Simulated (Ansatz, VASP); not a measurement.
## One calculation of HfMoC2, two programs

Contents of INCAR:

```
PREC = Accurate ; ENCUT = 520
EDIFF = 1E-6 ; ISMEAR = -1
SIGMA = 0.05 ; LREAL = F
LASPH = T ; NELM = 100
ALGO = Normal ; ISIF = 2
LWAVE = F ; LCHARG = F
GGA = PS ; NBANDS = 24
```

KPOINTS

```
regular mesh
0
Gamma
  8 8 6
```

POSCAR

```
HfMoC2
1.0
    3.1914230000      0.0000000000      0.0000000000
    0.0000000000      3.1914230000      0.0000000000
    0.0000000000      0.0000000000      4.3954607200
Hf Mo C
1 1 2
Direct
    0.0000000000      0.0000000000      0.0000000000
    0.5000000000      0.5000000000      0.5000000000
    0.5000000000      0.5000000000      0.0000000000
    0.0000000000      0.0000000000      0.5000000000
```

Contents of input.yaml:

```yaml
crystal:
  lattice:
    - [3.191423, 0.0, 0.0]
    - [0.0, 3.191423, 0.0]
    - [0.0, 0.0, 4.39546072]
  atoms:
    - { symbol: Hf, position: [0.0, 0.0, 0.0] }
    - { symbol: Mo, position: [0.5, 0.5, 0.5] }
    - { symbol: C, position: [0.5, 0.5, 0.0] }
    - { symbol: C, position: [0.0, 0.0, 0.5] }
kpoints:
  mp_grid: { grid: [8, 8, 6] }
  band_path:
    path:
      - [0.0, 0.0, 0.0]
      - [0.0, 0.5, 0.0]
      - [0.5, 0.5, 0.0]
      - [0.0, 0.0, 0.0]
      - [0.0, 0.0, 0.5]
      - [0.0, 0.5, 0.5]
      - [0.5, 0.5, 0.5]
      - [0.0, 0.0, 0.5]
    npoints: 12
scf:
  occupations: { method: fermi_dirac, width: 0.05 }
hamiltonian:
  xc: pbesol
  pseudopotentials: { kind: all_electron, lapw: { basis_error: 0.002 } }
output:
  forces: true
  stress: true
  eigenvalues: true
```

Change from the starting cell: strain_z = -0.02.

Alike in both runs: functional PBEsol; k mesh 8 × 8 × 6; occupations fermi-dirac, width 0.05 eV; no spin polarisation.

```csv
,VASP,Ansatz
version,VASP 6.6.1,Ansatz 0.2.0
potentials or method,"VASP PAW PBE potentials, release 64 (Hf_pv, Mo_sv, C), cutoff 520 eV","all-electron LAPW, scalar-relativistic"
task,single point,band structure
```

VASP gave:

```
gap on the k mesh at the Fermi level (eV)                     : none
pressure (GPa)                                                : -3.1
traceless stress, the component that is largest in VASP (GPa) : 4.57
```

Task: Estimate Ansatz's values.

Result: gap on the k mesh at the Fermi level (eV): none; pressure (GPa): -3.2; traceless stress, the component that is largest in VASP (GPa): 4.47.

VASP's potentials were made for PBE, not for PBEsol. A gap of «none» marks a metal or a gap that the smearing closes. Ansatz ran all-electron here, and VASP with PAW potentials.

Spin-orbit coupling is off throughout.
